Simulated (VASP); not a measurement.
Runs of VASP 6.6.1 on BN. The structure is that of space group P6_3mc (No. 186), or close to it. The cells are those of the table. 

```tsv
task	cell	smearing	gap on the mesh (eV)	pressure (GPa)
single point	a = 2.566, b = 2.566, c = 4.177 Å, angles 90.0, 90.0, 120.0°, 4 atoms	gaussian 0.02 eV	(a)	-4.3
single point	a = 2.566, b = 2.566, c = 4.304 Å, angles 90.0, 90.0, 120.0°, 4 atoms	gaussian 0.02 eV	5.00	-14.8
relaxation of the atoms	atoms relaxed from a = 2.566, b = 2.566, c = 4.198 Å, angles 90.0, 90.0, 120.0°, 4 atoms	gaussian 0.02 eV	5.03	-6.1
single point	a = 2.566, b = 2.566, c = 4.198 Å, angles 90.0, 90.0, 120.0°, 4 atoms	gaussian 0.01 eV	5.03	(b)
relaxation of the atoms	atoms relaxed from a = 2.566, b = 2.566, c = 4.200 Å, angles 90.0, 90.0, 120.0°, 4 atoms	gaussian 0.02 eV	5.03	-6.3
```

Alike in all rows: level PBEsol; potentials or basis VASP PAW PBE potentials, release 64 (B, N); no spin polarisation; k mesh 9 × 9 × 6; cutoff (eV) 520.

Q: Fill in the values left out.

A: (a) 5.05; (b) -6.2.

Caveats: the PAW data sets were made with another functional, which shifts forces and pressure a little; an odd mesh through Γ misses points on the zone boundary, where band edges can lie; the cell stands under tension (at least some runs); the relaxation stopped at its first step, so nothing moved (at least some runs).
